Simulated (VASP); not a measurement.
BAs:

```
B As
1.0
     3.36586    0.00000    0.00000
    -1.68293    2.91492    0.00000
     0.00000    0.00000    8.74459
B As
2 2
Direct
  0.33333 0.66667 0.25000
  0.66667 0.33333 0.75000
  0.66667 0.33333 0.25000
  0.33333 0.66667 0.75000
```

Base run:

* Program: VASP 6.6.1
* Functional: PBE
* Potentials or basis: VASP PAW PBE potentials, release 64 (B, As)
* Cutoff: 520 eV
* k mesh: 12 × 12 × 4
* Occupations: gaussian, width 0.01 eV
* Spin: no spin polarisation

Its results: band gap on the k mesh 0.72 eV, direct; pressure 2.1 GPa.

Question: After a change of settings the same cell gave: band gap on the k mesh 0.73 eV, direct; pressure 1.4 GPa. Which change was it?
A. functional from PBE to r2SCAN
B. potentials or basis from VASP PAW PBE potentials, release 64 (B, As) to VASP PAW PBE potentials, release 64 (B, As_d); cutoff from 520 eV to 600 eV; further incar settings from ALGO = Normal; EDIFF = 1e-06; NBANDS = 16 to ALGO = Normal; EDIFF = 1e-06; NBANDS = 26; valence electrons from 16 to 36
C. functional from PBE to r2SCAN; k mesh from 12 × 12 × 4 to 9 × 9 × 4

Answer: B.

Caveats: this functional lacks dispersion, which binds the layers, so the pressure and a relaxed spacing across them are unreliable.
